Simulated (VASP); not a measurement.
# MgO (Periclase) in VASP: a series of runs

MgO (Periclase) is run at these levels: r2SCAN, PBE; tasks: single point.

All numbers are computed with VASP 6.6.1; they aren't measurements. Logs are shortened: lines on timing, memory, paths and dates and some standing lists are left out, and cuts for length are marked.

**1. The cell of the first run**

It takes space group Fm-3m (No. 225, cubic). The conventional cell has a = 4.402 Å, b = 4.402 Å, c = 4.402 Å, α = 90.00°, β = 90.00°, γ = 90.00°. Mg (site symmetry m-3m) has 6 O at 2.20 Å within 2.9 Å. Within 2.9 Å of O (site symmetry m-3m) lie 6 Mg at 2.20 Å.

**2. Single point, r2SCAN (strain +4.7%)**

The input, POSCAR:

```
MgO
1.0
    0.0000000000      2.2007597060      2.2007597060
    2.2007597060      0.0000000000      2.2007597060
    2.2007597060      2.2007597060      0.0000000000
Mg O
1 1
Direct
    0.0000000000      0.0000000000      0.0000000000
    0.5000000000      0.5000000000      0.5000000000
```

The input, INCAR.step1:

```
SYSTEM = MgO
ALGO = Normal ; EDIFF = 1E-4
ENCUT = 520 ; GGA = PE
ISMEAR = 0 ; LASPH = .True.
LCHARG = .False. ; LREAL = .False.
LWAVE = .True. ; NBANDS = 11
NELM = 60 ; PREC = Accurate
SIGMA = 0.01
```

The input, INCAR.step2:

```
SYSTEM = MgO
ALGO = Normal ; EDIFF = 1E-6
ENCUT = 520 ; ISIF = 2
ISMEAR = 0 ; ISTART = 1
LASPH = .True. ; LCHARG = .False.
LMIXTAU = .True. ; LREAL = .False.
LWAVE = .False. ; METAGGA = R2SCAN
NBANDS = 11 ; NELM = 60
PREC = Accurate ; SIGMA = 0.01
```

The input, KPOINTS:

```
k-points
0
Gamma
  10 10 10
  0 0 0
```

Potentials or basis: VASP PAW PBE potentials, release 64 (Mg, O).

The run is started by

```bash
$ cat potpaw_PBE.64/Mg/POTCAR potpaw_PBE.64/O/POTCAR > POTCAR
$ cp INCAR.step1 INCAR
$ mpirun -np 1 vasp_std > vasp.out
$ cp INCAR.step2 INCAR
$ mpirun -np 1 vasp_std > vasp.out
```

OUTCAR:

```text
SYSTEM = MgO
   EDIFF = 1E-6
   ENCUT = 520
   ISIF = 2
   ISMEAR = 0
   ISTART = 1
   LASPH = .True.
   LREAL = .False.
   METAGGA = R2SCAN
   NELM = 60
   PREC = Accurate

 ion  position               nearest neighbor table
   1  0.000  0.000  0.000-   2 2.20   2 2.20   2 2.20   2 2.20   2 2.20   2 2.20
   2  0.500  0.500  0.500-   1 2.20   1 2.20   1 2.20   1 2.20   1 2.20   1 2.20

  LATTYP: Found a face centered cubic cell.
 ALAT       =     4.4015194120

  Lattice vectors:

 A1 = (   0.0000000000,   2.2007597060,   2.2007597060)
 A2 = (   2.2007597060,   0.0000000000,   2.2007597060)
 A3 = (   2.2007597060,   2.2007597060,   0.0000000000)

Analysis of symmetry for initial positions (statically):
=====================================================================
 Subroutine PRICEL returns:
 Original cell was already a primitive cell.

 Routine SETGRP: Setting up the symmetry group for a
 face centered cubic supercell.

 Subroutine GETGRP returns: Found 48 space group operations
 (whereof 48 operations were pure point group operations)
 out of a pool of 48 trial point group operations.

The static configuration has the point symmetry O_h .

Analysis of symmetry for dynamics (positions and initial velocities):
=====================================================================
 Subroutine PRICEL returns:
 Original cell was already a primitive cell.

 Routine SETGRP: Setting up the symmetry group for a
 face centered cubic supercell.

 Subroutine GETGRP returns: Found 48 space group operations
 (whereof 48 operations were pure point group operations)
 out of a pool of 48 trial point group operations.

The dynamic configuration has the point symmetry O_h .

 Subroutine INISYM returns: Found 48 space group operations
 (whereof 48 operations are pure point group operations),
 and found     1 'primitive' translations

----------------------------------------------------------------------------------------

                                     Primitive cell

  volume of cell :      21.3181

  direct lattice vectors                    reciprocal lattice vectors
     0.000000000  2.200759706  2.200759706    -0.227194272  0.227194272  0.227194272
     2.200759706  0.000000000  2.200759706     0.227194272 -0.227194272  0.227194272
     2.200759706  2.200759706  0.000000000     0.227194272  0.227194272 -0.227194272

  length of vectors
     3.112344224  3.112344224  3.112344224     0.393512023  0.393512023  0.393512023

  position of ions in fractional coordinates (direct lattice)
     0.000000000  0.000000000  0.000000000
     0.500000000  0.500000000  0.500000000

  ion indices of the primitive-cell ions
   primitive index   ion index
                 1           1
                 2           2

----------------------------------------------------------------------------------------

 KPOINTS: k-points

Automatic generation of k-mesh.
 Grid dimensions read from file:
 generate k-points for:   10   10   10

 Generating k-lattice:

  Cartesian coordinates                     Fractional coordinates (reciprocal lattice)
    -0.022719427  0.022719427  0.022719427     0.100000000  0.000000000  0.000000000
     0.022719427 -0.022719427  0.022719427     0.000000000  0.100000000  0.000000000
     0.022719427  0.022719427 -0.022719427     0.000000000  0.000000000  0.100000000

  Length of vectors
     0.039351202  0.039351202  0.039351202

  Shift w.r.t. Gamma in fractional coordinates (k-lattice)
     0.000000000  0.000000000  0.000000000

 Subroutine IBZKPT returns following result:
 ===========================================

 Found     47 irreducible k-points:

 Following reciprocal coordinates:
            Coordinates               Weight
  0.000000  0.000000  0.000000      1.000000
  0.100000  0.000000  0.000000      8.000000
  0.200000  0.000000  0.000000      8.000000
  0.300000  0.000000  0.000000      8.000000
  0.400000  0.000000  0.000000      8.000000
  0.500000  0.000000  0.000000      4.000000
[... 16 lines left out ...]
  0.300000  0.300000  0.000000      6.000000
  0.400000  0.300000  0.000000     24.000000
 [... further k-points ...]
   k-points           NKPTS =     47   k-points in BZ     NKDIM =     47   number of bands    NBANDS=     11
   number of dos      NEDOS =    301   number of ions     NIONS =      2
   total plane-waves  NPLWV =  13824
   dimension x,y,z NGX =    24 NGY =   24 NGZ =   24
   dimension x,y,z NGXF=    48 NGYF=   48 NGZF=   48
   ions per type =               1   1
   NGX,Y,Z   is equivalent  to a cutoff of  12.82, 12.82, 12.82 a.u.
   NGXF,Y,Z  is equivalent  to a cutoff of  25.64, 25.64, 25.64 a.u.
 SYSTEM =  MgO
   PREC   = accura    normal or accurate (medium, high low for compatibility)
   ISTART =      1    job   : 0-new  1-cont  2-samecut
   ICHARG =      0    charge: 1-file 2-atom 10-const
   ISPIN  =      1    spin polarized calculation?
   LNONCOLLINEAR =      F non collinear calculations
   LSORBIT =      F    spin-orbit coupling
   LASPH  =      T    aspherical Exc in radial PAW
   ENCUT  =  520.0 eV  38.22 Ry    6.18 a.u.   5.79  5.79  5.79*2*pi/ulx,y,z
   NELM   =     60;   NELMIN=  2; NELMDL=  0     # of ELM steps
   EDIFF  = 0.1E-05   stopping-criterion for ELM
   LREAL  =      F    real-space projection
   EDIFFG = 0.1E-04   stopping-criterion for IOM
   NSW    =      0    number of steps for IOM
   IBRION =     -1    ionic relax: 0-MD 1-quasi-New 2-CG
   NFREE  =      0    steps in history (QN), initial steepest desc. (CG)
   ISIF   =      2    stress and relaxation
   ISYM   =      2    0-nonsym 1-usesym 2-fastsym
   POTIM  = 0.5000    time-step for ionic-motion
   TEBEG  =    0.0;   TEEND  =   0.0 temperature during run
   PSTRESS=    0.0 pullay stress
   NELECT =       8.0000    total number of electrons
   NUPDOWN=      -1.0000    fix difference up-down
   EMIN   =  10.00;   EMAX   =-10.00  energy-range for DOS
   EFERMI =   0.00;   METHOD = LEGACY
   ISMEAR =     0;   SIGMA  =   0.01  broadening in eV -4-tet -1-fermi 0-gaus
   EFERMI_NEDOS =   21; number of points for ismear=-14 and -15
   IALGO  =     38    algorithm
   IMIX   =      4    mixing-type and parameters
     AMIX     =   0.40;   BMIX     =  1.00
     AMIX_MAG =   1.60;   BMIX_MAG =  1.00
  volume/ion in A,a.u.               =      10.66        71.93
  Fermi-wavevector in a.u.,A,eV,Ry     =   1.180834  2.231453 18.971543  1.394369
  Thomas-Fermi vector in A             =   2.317119
   LORBIT       =      0    0 simple, 1 ext, 2 COOP (PROOUT), +10 PAW based schemes
   METAGGA = R2SCAN    functional components
   LHFCALC =     F    Hartree Fock is set to
   AEXX    =    0.0000 exact exchange contribution
   IVDW    =     0    specifies the selected vdW correction
   LEPSILON=     F    determine dielectric tensor
   LRPA    =     F    only Hartree local field effects (RPA)
 non-spin polarized calculation
 Gauss-broadening in eV      SIGMA  =   0.01
  energy-cutoff  :      520.00
  volume of cell :       21.32
 maximum number of plane-waves:       589
   NGX = 11   NGY = 11   NGZ = 11

 number of electron       7.9999996 magnetization

 Free energy of the ion-electron system (eV)
  ---------------------------------------------------
  ext. energy  EPLUGINS =         0.00000000
  ---------------------------------------------------
  free energy    TOTEN  =       -15.97998077 eV

  energy without entropy =      -15.97998077  energy(sigma->0) =      -15.97998077

 E-fermi :   2.0278     XC(G=0): -10.9333

 val. band max:        1.8779515277   @ k =   0.0000   0.0000   0.0000
 cond. band min:       6.2510270439   @ k =   0.0000   0.0000   0.0000
 fundamental gap:      4.3730755162
 Fermi energy:         2.0278105305

 k-point     1 :       0.0000    0.0000    0.0000
  band No.  band energies     occupation
      1     -15.7039      2.00000
      2       1.8780      2.00000
      3       1.8780      2.00000
      4       1.8780      2.00000
      5       6.2510      0.00000
      6      17.9244      0.00000
      7      17.9244      0.00000
      8      17.9244      0.00000
      9      21.7071      0.00000
     10      23.3392      0.00000
     11      23.3392      0.00000

 k-point     2 :       0.1000    0.0000    0.0000
  band No.  band energies     occupation
      1     -15.6232      2.00000
      2       1.2814      2.00000
      3       1.8228      2.00000
      4       1.8228      2.00000
      5       6.8691      0.00000
      6      16.7132      0.00000
      7      18.1267      0.00000
      8      18.1267      0.00000
      9      22.4170      0.00000
     10      22.4170      0.00000
     11      23.1377      0.00000

 k-point     3 :       0.2000    0.0000    0.0000
  band No.  band energies     occupation
      1     -15.4022      2.00000
      2       0.0963      2.00000
      3       1.6826      2.00000
      4       1.6826      2.00000
      5       8.0805      0.00000
      6      15.1678      0.00000
      7      18.4723      0.00000
      8      18.4723      0.00000
      9      21.7076      0.00000
     10      21.7076      0.00000
     11      23.4686      0.00000

 k-point     4 :       0.3000    0.0000    0.0000
  band No.  band energies     occupation
      1     -15.1101      2.00000
      2      -1.0587      2.00000
      3       1.5166      2.00000
      4       1.5166      2.00000
      5       9.1445      0.00000
      6      14.2868      0.00000
      7      18.3870      0.00000
      8      18.3871      0.00000
      9      22.2183      0.00000
     10      22.2183      0.00000
     11      22.8709      0.00000
[... 239 lines left out ...]
 k-point    22 :      -0.2000    0.2000    0.0000
  band No.  band energies     occupation
      1     -15.0219      2.00000
      2      -0.8869      2.00000
      3       0.7329      2.00000
      4       1.5197      2.00000
      5       9.9872      0.00000
      6      14.0446      0.00000
      7      16.6572      0.00000
      8      19.2861      0.00000
      9      20.4512      0.00000
     10      23.0189      0.00000
     11      25.9168      0.00000

 k-point    23 :       0.3000    0.3000    0.0000
  band No.  band energies     occupation
      1     -14.9539      2.00000
      2      -0.9216      2.00000
      3       1.0538      2.00000
      4       1.0538      2.00000
      5      10.3355      0.00000
      6      12.9238      0.00000
      7      16.0325      0.00000
      8      19.4528      0.00000
      9      19.4528      0.00000
     10      25.8460      0.00000
     11      28.1241      0.00000

 k-point    24 :       0.4000    0.3000    0.0000
  band No.  band energies     occupation
      1     -14.7721      2.00000
      2      -1.2805      2.00000
      3       0.7406      2.00000
      4       0.9239      2.00000
      5      11.1216      0.00000
      6      12.5827      0.00000
      7      15.2407      0.00000
      8      19.6062      0.00000
      9      19.8030      0.00000
     10      26.5044      0.00000
     11      27.7037      0.00000

 [... further k-points ...]
[... 5 lines left out ...]
  --------------------------------------------------------------------------------------
  -------------------------------------------------------------------------------------
  Total       -2.4374784     -2.4374784     -2.4374784      0.0000000      0.0000000      0.0000000
  in kB     -183.1907261   -183.1907261   -183.1907261      0.0000000      0.0000000      0.0000000
  external PRESSURE =    -183.1907261 kB  Pullay stress =       0.0000000 kB

 VOLUME and BASIS-vectors are now :
 -----------------------------------------------------------------------------
  energy-cutoff  :      520.00
  volume of cell :       21.32
      direct lattice vectors                 reciprocal lattice vectors
     0.000000000  2.200759706  2.200759706    -0.227194272  0.227194272  0.227194272
     2.200759706  0.000000000  2.200759706     0.227194272 -0.227194272  0.227194272
     2.200759706  2.200759706  0.000000000     0.227194272  0.227194272 -0.227194272

 POSITION                                       TOTAL-FORCE (eV/Angst)
 -----------------------------------------------------------------------------------
      0.00000      0.00000      0.00000        -0.000000      0.000000      0.000000
      2.20076      2.20076      2.20076         0.000000      0.000000      0.000000
 -----------------------------------------------------------------------------------
    total drift:                               -0.000000     -0.000000      0.000000

  FREE ENERGIE OF THE ION-ELECTRON SYSTEM (eV)
  ---------------------------------------------------
  free  energy   TOTEN  =       -15.9799807689 eV

  energy  without entropy=      -15.9799807689  energy(sigma->0) =      -15.97998077
```

It took 31 s on 1 thread of Intel Xeon Platinum 8259CL at 2.50GHz (Skylake/Cascade Lake), shared host; peak memory 0.14 GiB.

Results:

- Free energy: -15.9800 eV
- Pressure: -18.3 GPa
- Band gap on the k mesh: 4.37 eV, direct

Levels at points of the mesh, in eV from the valence-band top:
```tsv
k point	band 2	band 3	band 4	band 5	band 6	band 7
(0.00, 0.00, 0.00)	0.00	0.00	0.00	4.37	16.05	16.05
(0.50, 0.00, 0.00)	-4.06	-0.54	-0.54	7.95	12.28	16.06
(0.50, 0.50, 0.00)	-3.58	-1.20	-1.20	9.65	9.81	12.87
```

Caveat: the cell differs from its parent crystal (strain +4.7%); the PAW data sets were made with another functional, which shifts forces and pressure a little.

**3. Single point, PBE (uniaxial y strain +1.5%)**

The input, INCAR:

```
PREC     = Accurate       # precision mode
ENCUT    = 520            # plane-wave cutoff, eV
EDIFF    = 1E-6           # SCF threshold, eV
ISMEAR   = -1             # smearing method
SIGMA    = 0.02           # smearing width, eV
LREAL    = F              # projectors in reciprocal space
LASPH    = T              # aspherical terms in the spheres
NELM     = 100            # most SCF steps
ALGO     = Normal         # electronic algorithm
ISIF     = 2              # what is computed and relaxed
LWAVE    = F              # write WAVECAR
LCHARG   = F              # write CHGCAR
GGA      = PE             # functional
NBANDS   = 11             # bands
```

The input, KPOINTS:

```
Automatic mesh
0
Gamma
  10 10 10
```

The input, POSCAR:

```
MgO
1.0
    0.0000000000      2.1334903292      2.1021680256
    2.1021680256      0.0000000000      2.1021680256
    2.1021680256      2.1334903292      0.0000000000
Mg O
1 1
Direct
    0.0000000000      0.0000000000      0.0000000000
    0.5000000000      0.5000000000      0.5000000000
```

Potentials or basis: VASP PAW PBE potentials, release 64 (Mg, O).

The run is started by

```bash
$ cat potpaw_PBE.64/Mg/POTCAR potpaw_PBE.64/O/POTCAR > POTCAR
$ mpirun -np 1 vasp_std > vasp.out
```

Wall time 12 s (1 thread of Intel Xeon Platinum 8259CL at 2.50GHz (Skylake/Cascade Lake), shared host); peak memory 0.15 GiB.

The run converged. Its results:

- Free energy: -11.9075 eV
- Pressure: 2.5 GPa
- Band gap on the k mesh: 4.61 eV, direct

Stress tensor (GPa, compression positive):
```
3.45 0.00 0.00
0.00 0.55 0.00
0.00 0.00 3.45
```

Levels at points of the mesh, in eV from the valence-band top:
| k point | band 1 | band 2 | band 3 | band 4 | band 5 | band 6 | band 7 | band 8 |
| --- | --- | --- | --- | --- | --- | --- | --- | --- |
| (0.00, 0.00, 0.00) | -17.24 | -0.03 | -0.03 | 0.00 | 4.61 | 15.63 | 15.78 | 15.78 |
| (0.50, 0.00, 0.00) | -15.98 | -4.60 | -0.68 | -0.65 | 7.82 | 12.48 | 16.04 | 16.36 |
| (0.50, 0.50, 0.00) | -15.71 | -4.05 | -1.42 | -1.33 | 9.04 | 9.84 | 13.05 | 18.61 |
| (0.50, 0.00, 0.50) | -15.75 | -4.10 | -1.31 | -1.31 | 9.19 | 9.86 | 12.85 | 18.93 |

Caveat: the cell differs from its parent crystal (uniaxial y strain +1.5%).

**4. Single point, r2SCAN (uniaxial y strain +1.5%)**

POSCAR is that of step 3.

The input, INCAR.step1:

```
SYSTEM = MgO
PREC = Accurate
ENCUT = 520
ISMEAR = 0
SIGMA = 0.01
LREAL = .FALSE.
LASPH = .TRUE.
NELM = 80
NBANDS = 11
GGA = PE
ALGO = Normal
EDIFF = 1E-4
LWAVE = .TRUE.
LCHARG = .FALSE.
```

The input, INCAR.step2:

```
SYSTEM = MgO
PREC = Accurate
ENCUT = 520
EDIFF = 1E-6
ISMEAR = 0
SIGMA = 0.01
LREAL = .FALSE.
LASPH = .TRUE.
NELM = 80
ALGO = Normal
ISIF = 2
LWAVE = .FALSE.
LCHARG = .FALSE.
METAGGA = R2SCAN
LMIXTAU = .TRUE.
NBANDS = 11
ISTART = 1
```

The input, KPOINTS:

```
Automatic mesh
0
G
  10 10 10
  0 0 0
```

The run is started by

```bash
$ cat potpaw_PBE.64/Mg/POTCAR potpaw_PBE.64/O/POTCAR > POTCAR
$ cp INCAR.step1 INCAR
$ mpirun -np 1 vasp_std > vasp.out
$ cp INCAR.step2 INCAR
$ mpirun -np 1 vasp_std > vasp.out
```

It took 30 s on 1 thread of Intel Xeon 6975P-C (Granite Rapids), shared host; peak memory 0.15 GiB.

It converged, with:

```yaml
Free_energy: -16.1558 eV
Pressure: -3.4 GPa
Band_gap_on_the_k_mesh: 5.49 eV, direct
```

Stress tensor (GPa, compression positive):
```
-2.50  0.00  0.00
 0.00 -5.34  0.00
 0.00  0.00 -2.50
```

Levels at points of the mesh, in eV from the valence-band top:
```tsv
k point	band 2	band 3	band 4	band 5	band 6	band 7
(0.00, 0.00, 0.00)	-0.03	-0.03	0.00	5.49	16.66	16.81
(0.50, 0.00, 0.00)	-4.59	-0.70	-0.67	8.71	13.67	17.14
(0.50, 0.50, 0.00)	-4.07	-1.45	-1.36	9.95	10.93	14.23
(0.50, 0.00, 0.50)	-4.12	-1.34	-1.34	10.10	10.95	14.03
```

Caveat: the cell differs from its parent crystal (uniaxial y strain +1.5%); the PAW data sets were made with another functional, which shifts forces and pressure a little.

**5. Overview**

| level | cell | smearing | gap on the mesh (eV) | pressure (GPa) |
| --- | --- | --- | --- | --- |
| r2SCAN | a = 3.112 Å, angles 60.0°, 2 atoms | gaussian 0.01 eV | 4.37 | -18.3 |
| PBE | a = 2.995, b = 2.973 Å, angles 60.2, 59.5, 60.2°, 2 atoms | fermi-dirac 0.02 eV | 4.61 | 2.5 |
| r2SCAN | a = 2.995, b = 2.973 Å, angles 60.2, 59.5, 60.2°, 2 atoms | gaussian 0.01 eV | 5.49 | -3.4 |

Alike in all rows: task single point; potentials or basis VASP PAW PBE potentials, release 64 (Mg, O); no spin polarisation; k mesh 10 × 10 × 10; cutoff (eV) 520.

Caveats: the PAW data sets were made with another functional, which shifts forces and pressure a little (some runs).

Total energies depend on the potentials used, so only differences within one code and one set of settings carry meaning.
